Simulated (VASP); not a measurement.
# CdTe (F-43m) in VASP: further runs

Aim: see how the results for CdTe move with the level of theory and the settings. Levels: revPBE+D3(BJ), PBE. Tasks: single point.

Everything below comes from runs of VASP 6.6.1. Logs are shortened: lines on timing, memory, paths and dates and some standing lists are left out, and cuts for length are marked.

### Step 1. The cell of the first run

Symmetry: F-43m, No. 216, cubic system. Conventional cell: a = 6.452 Å, b = 6.452 Å, c = 6.452 Å, α = 90.00°, β = 90.00°, γ = 90.00°. Te (site symmetry -43m) has 4 Cd at 2.79 Å within 3.7 Å. Cd (site symmetry -43m) has 4 Te at 2.79 Å within 3.7 Å.

### Step 2. Single point, revPBE+D3(BJ), collinear spin, ferromagnetic start (volume scaled by 1.02)

The input, INCAR:

```
PREC = Accurate ; ENCUT = 520
EDIFF = 1E-7 ; ISMEAR = -5
SIGMA = 0.05 ; LREAL = F
LASPH = T ; NELM = 150
ALGO = Normal ; ISIF = 2
LWAVE = F ; LCHARG = F
ISPIN = 2 ; MAGMOM = 0.5 0
LORBIT = 11 ; GGA = RE
IVDW = 12 ; NBANDS = 20
```

The input, KPOINTS:

```
Automatic mesh
0
Gamma
  7 7 7
```

The input, POSCAR:

```
CdTe
1.0
    0.0000000000      3.2262257841      3.2262257841
    3.2262257841      0.0000000000      3.2262257841
    3.2262257841      3.2262257841      0.0000000000
Te Cd
1 1
Direct
    0.7500000000      0.7500000000      0.7500000000
    0.0000000000      0.0000000000      0.0000000000
```

Potentials or basis: VASP PAW PBE potentials, release 64 (Te, Cd).

Run with:

```sh
> cat potpaw_PBE.64/Te/POTCAR potpaw_PBE.64/Cd/POTCAR > POTCAR
> mpirun -np 1 vasp_std > vasp.out
```

OUTCAR:

```text
PREC = Accurate
   ENCUT = 520
   EDIFF = 1E-7
   ISMEAR = -5
   LREAL = F
   LASPH = T
   NELM = 150
   ISIF = 2
   ISPIN = 2
   LORBIT = 11
   GGA = RE
   IVDW = 12
 IVDW          = 12

 ion  position               nearest neighbor table
   1  0.750  0.750  0.750-   2 2.79   2 2.79   2 2.79   2 2.79
   2  0.000  0.000  0.000-   1 2.79   1 2.79   1 2.79   1 2.79

  LATTYP: Found a face centered cubic cell.
 ALAT       =     6.4524515682

  Lattice vectors:

 A1 = (   0.0000000000,   3.2262257841,   3.2262257841)
 A2 = (   3.2262257841,   0.0000000000,   3.2262257841)
 A3 = (   3.2262257841,   3.2262257841,   0.0000000000)

Analysis of symmetry for initial positions (statically):
=====================================================================
 Subroutine PRICEL returns:
 Original cell was already a primitive cell.

 Routine SETGRP: Setting up the symmetry group for a
 face centered cubic supercell.

 Subroutine GETGRP returns: Found 24 space group operations
 (whereof 24 operations were pure point group operations)
 out of a pool of 48 trial point group operations.

The static configuration has the point symmetry T_d .

Analysis of symmetry for dynamics (positions and initial velocities):
=====================================================================
 Subroutine PRICEL returns:
 Original cell was already a primitive cell.

 Routine SETGRP: Setting up the symmetry group for a
 face centered cubic supercell.

 Subroutine GETGRP returns: Found 24 space group operations
 (whereof 24 operations were pure point group operations)
 out of a pool of 48 trial point group operations.

The dynamic configuration has the point symmetry T_d .

Analysis of structural, dynamic, and magnetic symmetry:
=====================================================================
 Subroutine PRICEL returns:
 Original cell was already a primitive cell.

 Routine SETGRP: Setting up the symmetry group for a
 face centered cubic supercell.

 Subroutine GETGRP returns: Found 24 space group operations
 (whereof 24 operations were pure point group operations)
 out of a pool of 48 trial point group operations.

The overall configuration has the point symmetry T_d .

 Subroutine INISYM returns: Found 24 space group operations
 (whereof 24 operations are pure point group operations),
[... 112 lines left out ...]
     AMIX     =   0.40;   BMIX     =  1.00
     AMIX_MAG =   1.60;   BMIX_MAG =  1.00
  volume/ion in A,a.u.               =      33.58       226.61
  Fermi-wavevector in a.u.,A,eV,Ry     =   1.055506  1.994618 15.158169  1.114094
  Thomas-Fermi vector in A             =   2.190707
   LORBIT       =     11    0 simple, 1 ext, 2 COOP (PROOUT), +10 PAW based schemes
   GGA     = RE    functional components
   LHFCALC =     F    Hartree Fock is set to
   AEXX    =    0.0000 exact exchange contribution
   IVDW    =    12    specifies the selected vdW correction
   LEPSILON=     F    determine dielectric tensor
   LRPA    =     F    only Hartree local field effects (RPA)
 spin polarized calculation
 Fermi weights with tetrahedron method with Bloechl corrections
  energy-cutoff  :      520.00
  volume of cell :       67.16
 maximum number of plane-waves:      1829
 NGX is ok and might be reduce to    36
   NGX = 17   NGY = 17   NGZ = 17

 number of electron      17.9999994 magnetization      -0.0000188

 number of electron      17.9999994 magnetization       0.0000015

 Free energy of the ion-electron system (eV)
  ---------------------------------------------------
  ext. energy  EPLUGINS =         0.00000000
  ---------------------------------------------------
  free energy    TOTEN  =        -4.15919719 eV

  energy without entropy =       -4.15919719  energy(sigma->0) =       -4.15919719

 E-fermi :   2.6056     XC(G=0):  -8.4842

 val. band max:        2.5520700883   @ k =   0.0000   0.0000   0.0000
 cond. band min:       3.4745804457   @ k =   0.0000   0.0000   0.0000
 fundamental gap:      0.9225103574
 Fermi energy:         2.6055939046

 spin component 1

 k-point     1 :       0.0000    0.0000    0.0000
  band No.  band energies     occupation
      1      -8.6654      1.00000
      2      -5.7854      1.00000
      3      -5.7854      1.00000
      4      -5.7854      1.00000
      5      -5.5165      1.00000
      6      -5.5165      1.00000
[... 436 lines left out ...]
      6      -4.9417      1.00000
[... 12 lines left out ...]
     19      16.5812      0.00000
     20      17.9511      0.00000
 Fermi energy:         2.6055939046

 spin component 2

 k-point     1 :       0.0000    0.0000    0.0000
  band No.  band energies     occupation
      1      -8.6654      1.00000
      2      -5.7854      1.00000
      3      -5.7854      1.00000
      4      -5.7854      1.00000
      5      -5.5165      1.00000
      6      -5.5165      1.00000
[... 449 lines left out ...]
     19      16.5812      0.00000
     20      17.9511      0.00000

------------------------ aborting loop because EDIFF is reached ----------------------------------------

 Edisp (eV)   -1.31600

 E8    (eV) :    -0.9337

  FORCE on cell =-STRESS in cart. coord.  units (eV):
  Direction    XX          YY          ZZ          XY          YZ          ZX
  --------------------------------------------------------------------------------------
  -------------------------------------------------------------------------------------
  Total       0.34780     0.34780     0.34780     0.00000     0.00000    -0.00000
  in kB       8.29716     8.29716     8.29716     0.00000     0.00000    -0.00000
  external pressure =        8.30 kB  Pullay stress =        0.00 kB

 VOLUME and BASIS-vectors are now :
 -----------------------------------------------------------------------------
  energy-cutoff  :      520.00
  volume of cell :       67.16
      direct lattice vectors                 reciprocal lattice vectors
     0.000000000  3.226225784  3.226225784    -0.154979854  0.154979854  0.154979854
     3.226225784  0.000000000  3.226225784     0.154979854 -0.154979854  0.154979854
     3.226225784  3.226225784  0.000000000     0.154979854  0.154979854 -0.154979854

 POSITION                                       TOTAL-FORCE (eV/Angst)
 -----------------------------------------------------------------------------------
      4.83934      4.83934      4.83934        -0.000000     -0.000000      0.000000
      0.00000      0.00000      0.00000         0.000000      0.000000     -0.000000
 -----------------------------------------------------------------------------------
    total drift:                                0.000000      0.000000      0.000000

  FREE ENERGIE OF THE ION-ELECTRON SYSTEM (eV)
  ---------------------------------------------------
  free  energy   TOTEN  =        -5.4751959246 eV

  energy  without entropy=       -5.4751959246  energy(sigma->0) =       -5.47519592

 total charge

# of ion       s       p       d       tot
------------------------------------------
    1        1.347   2.080   0.022   3.449
    2        0.469   0.324   9.534  10.328
--------------------------------------------------
tot          1.816   2.404   9.556  13.777

 magnetization (x)

# of ion       s       p       d       tot
------------------------------------------
    1        0.000  -0.000  -0.000   0.000
    2        0.000   0.000   0.000   0.000
--------------------------------------------------
tot          0.000  -0.000   0.000   0.000
```

OSZICAR:

```text
N       E                     dE             d eps       ncg     rms          rms(c)
DAV:   1     0.108573120136E+03    0.10857E+03   -0.78745E+03  1600   0.756E+02
DAV:   2     0.621000690203E-01   -0.10851E+03   -0.10243E+03  1808   0.206E+02
DAV:   3    -0.429476557314E+01   -0.43569E+01   -0.43363E+01  1896   0.419E+01
DAV:   4    -0.433448994815E+01   -0.39724E-01   -0.39719E-01  2084   0.367E+00
DAV:   5    -0.433465127856E+01   -0.16133E-03   -0.16133E-03  1856   0.204E-01    0.600E+00
DAV:   6    -0.416732333039E+01    0.16733E+00   -0.27105E-01  1728   0.563E+00    0.471E+00
DAV:   7    -0.415389624173E+01    0.13427E-01   -0.10346E-01  1728   0.180E+00    0.206E+00
DAV:   8    -0.415771425631E+01   -0.38180E-02   -0.14992E-02  1716   0.901E-01    0.120E+00
DAV:   9    -0.415839819774E+01   -0.68394E-03   -0.53752E-04  1808   0.150E-01    0.345E-01
DAV:  10    -0.415889723293E+01   -0.49904E-03   -0.82555E-04  1672   0.165E-01    0.112E-01
DAV:  11    -0.415911465340E+01   -0.21742E-03   -0.18099E-04  1772   0.640E-02    0.502E-02
DAV:  12    -0.415914806813E+01   -0.33415E-04   -0.14918E-05  1776   0.217E-02    0.247E-02
DAV:  13    -0.415918355063E+01   -0.35483E-04   -0.28976E-05  1672   0.230E-02    0.817E-03
DAV:  14    -0.415919457905E+01   -0.11028E-04   -0.95568E-06  1728   0.132E-02    0.440E-03
DAV:  15    -0.415919673493E+01   -0.21559E-05   -0.17176E-06  1700   0.569E-03    0.273E-03
DAV:  16    -0.415919716830E+01   -0.43337E-06   -0.11431E-06  1712   0.451E-03    0.877E-04
DAV:  17    -0.415919718856E+01   -0.20260E-07   -0.49958E-08  1644   0.116E-03
   1 F= -.54751959E+01 E0= -.54751959E+01  d E =0.000000E+00  mag=    -0.0000
```

Wall time 73 s (1 thread of Intel Xeon Platinum 8488C (Sapphire Rapids), shared host); peak memory 0.26 GiB.

Results:

```
Free energy                                           : -5.4752 eV
Pressure                                              : 0.8 GPa
Band gap on the k mesh                                : 0.92 eV, direct
Net moment                                            : 0.00 μB per cell
Valence electrons inside the program's atomic spheres : Te 3.45; Cd 10.33
Dispersion energy per atom                            : -0.658 eV
```

Caveat: three body term missing; the PAW data sets were made with another functional, which shifts forces and pressure a little; spin-orbit coupling is left out, which moves the levels of the heavy elements.

### Step 3. Single point, revPBE+D3(BJ), collinear spin, ferromagnetic start (volume scaled by 1.04)

The input, INCAR:

```
  ALGO = Normal
  EDIFF = 1E-6
  ENCUT = 520
  GGA = RE
  ISIF = 2
  ISMEAR = -5
  ISPIN = 2
  IVDW = 12
  LASPH = T
  LCHARG = T
  LELF = T
  LORBIT = 11
  LREAL = F
  LVHAR = T
  LWAVE = F
  MAGMOM = 0.5 0
  NBANDS = 20
  NELM = 150
  PREC = Accurate
  SIGMA = 0.05
```

The input, KPOINTS:

```
k-points
0
Gamma
  7 7 7
```

The input, POSCAR:

```
CdTe
1.0
    0.0000000000      3.2471758892      3.2471758892
    3.2471758892      0.0000000000      3.2471758892
    3.2471758892      3.2471758892      0.0000000000
Te Cd
1 1
Direct
    0.7500000000      0.7500000000      0.7500000000
    0.0000000000      0.0000000000      0.0000000000
```

Potentials or basis: VASP PAW PBE potentials, release 64 (Te, Cd).

Run with:

```sh
> cat potpaw_PBE.64/Te/POTCAR potpaw_PBE.64/Cd/POTCAR > POTCAR
> mpirun -np 1 vasp_std > vasp.out
```

OUTCAR:

```text
EDIFF = 1E-6
   ENCUT = 520
   GGA = RE
   ISIF = 2
   ISMEAR = -5
   ISPIN = 2
   IVDW = 12
   LASPH = T
   LORBIT = 11
   LREAL = F
   NELM = 150
   PREC = Accurate
 IVDW          = 12

 ion  position               nearest neighbor table
   1  0.750  0.750  0.750-   2 2.81   2 2.81   2 2.81   2 2.81
   2  0.000  0.000  0.000-   1 2.81   1 2.81   1 2.81   1 2.81

  LATTYP: Found a face centered cubic cell.
 ALAT       =     6.4943517784

  Lattice vectors:

 A1 = (   0.0000000000,   3.2471758892,   3.2471758892)
 A2 = (   3.2471758892,   0.0000000000,   3.2471758892)
 A3 = (   3.2471758892,   3.2471758892,   0.0000000000)

Analysis of symmetry for initial positions (statically):
=====================================================================
 Subroutine PRICEL returns:
 Original cell was already a primitive cell.

 Routine SETGRP: Setting up the symmetry group for a
 face centered cubic supercell.

 Subroutine GETGRP returns: Found 24 space group operations
 (whereof 24 operations were pure point group operations)
 out of a pool of 48 trial point group operations.

The static configuration has the point symmetry T_d .

Analysis of symmetry for dynamics (positions and initial velocities):
=====================================================================
 Subroutine PRICEL returns:
 Original cell was already a primitive cell.

 Routine SETGRP: Setting up the symmetry group for a
 face centered cubic supercell.

 Subroutine GETGRP returns: Found 24 space group operations
 (whereof 24 operations were pure point group operations)
 out of a pool of 48 trial point group operations.

The dynamic configuration has the point symmetry T_d .

Analysis of structural, dynamic, and magnetic symmetry:
=====================================================================
 Subroutine PRICEL returns:
[... 148 lines left out ...]

 Free energy of the ion-electron system (eV)
  ---------------------------------------------------
  ext. energy  EPLUGINS =         0.00000000
  ---------------------------------------------------
  free energy    TOTEN  =        -4.19285866 eV

  energy without entropy =       -4.19285866  energy(sigma->0) =       -4.19285866

 E-fermi :   2.4335     XC(G=0):  -8.3944

 val. band max:        2.3751109414   @ k =   0.0000   0.0000   0.0000
 cond. band min:       3.2381727747   @ k =   0.0000   0.0000   0.0000
 fundamental gap:      0.8630618333
 Fermi energy:         2.4334851101

 spin component 1

 k-point     1 :       0.0000    0.0000    0.0000
  band No.  band energies     occupation
      1      -8.7300      1.00000
      2      -5.8952      1.00000
      3      -5.8952      1.00000
      4      -5.8952      1.00000
      5      -5.6409      1.00000
      6      -5.6409      1.00000
[... 436 lines left out ...]
      6      -5.0931      1.00000
[... 12 lines left out ...]
     19      16.3313      0.00000
     20      17.6203      0.00000
 Fermi energy:         2.4334851101

 spin component 2

 k-point     1 :       0.0000    0.0000    0.0000
  band No.  band energies     occupation
      1      -8.7300      1.00000
      2      -5.8952      1.00000
      3      -5.8952      1.00000
      4      -5.8952      1.00000
      5      -5.6408      1.00000
      6      -5.6408      1.00000
[... 449 lines left out ...]
     19      16.3313      0.00000
     20      17.6203      0.00000

------------------------ aborting loop because EDIFF is reached ----------------------------------------

 Edisp (eV)   -1.28569

 E8    (eV) :    -0.9116

  FORCE on cell =-STRESS in cart. coord.  units (eV):
  Direction    XX          YY          ZZ          XY          YZ          ZX
  --------------------------------------------------------------------------------------
  -------------------------------------------------------------------------------------
  Total       0.00045     0.00045     0.00045     0.00000     0.00000    -0.00000
  in kB       0.01059     0.01059     0.01059     0.00000     0.00000    -0.00000
  external pressure =        0.01 kB  Pullay stress =        0.00 kB

 VOLUME and BASIS-vectors are now :
 -----------------------------------------------------------------------------
  energy-cutoff  :      520.00
  volume of cell :       68.48
      direct lattice vectors                 reciprocal lattice vectors
     0.000000000  3.247175889  3.247175889    -0.153979956  0.153979956  0.153979956
     3.247175889  0.000000000  3.247175889     0.153979956 -0.153979956  0.153979956
     3.247175889  3.247175889  0.000000000     0.153979956  0.153979956 -0.153979956

 POSITION                                       TOTAL-FORCE (eV/Angst)
 -----------------------------------------------------------------------------------
      4.87076      4.87076      4.87076         0.000000      0.000000      0.000000
      0.00000      0.00000      0.00000        -0.000000     -0.000000     -0.000000
 -----------------------------------------------------------------------------------
    total drift:                                0.000000      0.000000      0.000000

  FREE ENERGIE OF THE ION-ELECTRON SYSTEM (eV)
  ---------------------------------------------------
  free  energy   TOTEN  =        -5.4785515124 eV

  energy  without entropy=       -5.4785515124  energy(sigma->0) =       -5.47855151

 total charge

# of ion       s       p       d       tot
------------------------------------------
    1        1.348   2.071   0.021   3.439
    2        0.466   0.312   9.535  10.314
--------------------------------------------------
tot          1.814   2.383   9.556  13.753

 magnetization (x)

# of ion       s       p       d       tot
------------------------------------------
    1        0.000   0.000  -0.000   0.000
    2       -0.000  -0.000   0.000   0.000
--------------------------------------------------
tot          0.000  -0.000   0.000   0.000
```

It took 56 s on 1 thread of Intel Xeon Platinum 8488C (Sapphire Rapids), shared host; peak memory 0.26 GiB.

What came out:

| Quantity | Value |
| --- | --- |
| Free energy | -5.4786 eV |
| Pressure | 0.0 GPa |
| Band gap on the k mesh | 0.86 eV, direct |
| Net moment | 0.00 μB per cell |
| Valence electrons inside the program's atomic spheres | Te 3.44; Cd 10.31 |
| Dispersion energy per atom | -0.643 eV |

Caveat: three body term missing; the PAW data sets were made with another functional, which shifts forces and pressure a little; spin-orbit coupling is left out, which moves the levels of the heavy elements.

### Step 4. Single point, revPBE+D3(BJ), collinear spin, ferromagnetic start (volume scaled by 1.06)

The input, INCAR:

```
SYSTEM = CdTe
PREC = Accurate
ENCUT = 520
EDIFF = 1E-6
ISMEAR = -5
SIGMA = 0.05
LREAL = .FALSE.
LASPH = .TRUE.
NELM = 150
ALGO = Normal
ISIF = 2
LWAVE = .FALSE.
LCHARG = .FALSE.
ISPIN = 2
MAGMOM = 0.5 0
LORBIT = 11
GGA = RE
IVDW = 12
NBANDS = 20
```

The input, KPOINTS:

```
Automatic mesh
0
G
  7 7 7
  0 0 0
```

The input, POSCAR:

```
CdTe
1.0
    0.0000000000      3.2678590959      3.2678590959
    3.2678590959      0.0000000000      3.2678590959
    3.2678590959      3.2678590959      0.0000000000
Te Cd
1 1
Direct
    0.7500000000      0.7500000000      0.7500000000
    0.0000000000      0.0000000000      0.0000000000
```

Run with:

```sh
> cat potpaw_PBE.64/Te/POTCAR potpaw_PBE.64/Cd/POTCAR > POTCAR
> mpirun -np 1 vasp_std > vasp.out
```

Wall time 53 s (1 thread of Intel Xeon Platinum 8488C (Sapphire Rapids), shared host); peak memory 0.26 GiB.

It converged, with:

* Free energy: -5.4755 eV
* Pressure: -0.7 GPa
* Band gap on the k mesh: 0.81 eV, direct
* Net moment: 0.00 μB per cell
* Valence electrons inside the program's atomic spheres: Te 3.43; Cd 10.30
* Dispersion energy per atom: -0.628 eV

Levels at points of the mesh, in eV from the valence-band top:
Spin up:
```
           k point  band 5  band 6  band 7  band 8  band 9  band 10  band 11  band 12  band 13  band 14
(0.00, 0.00, 0.00)   -7.97   -7.97    0.00    0.00    0.00     0.81     4.66     4.66     4.66     7.62
```
Spin down:
```csv
k point,band 6,band 7,band 8,band 9,band 10,band 11,band 12,band 13
"(0.00, 0.00, 0.00)",-7.97,0.00,0.00,0.00,0.81,4.66,4.66,4.66
```

Caveat: three body term missing; the PAW data sets were made with another functional, which shifts forces and pressure a little; spin-orbit coupling is left out, which moves the levels of the heavy elements.

(Part 1 of 2 ends here.)
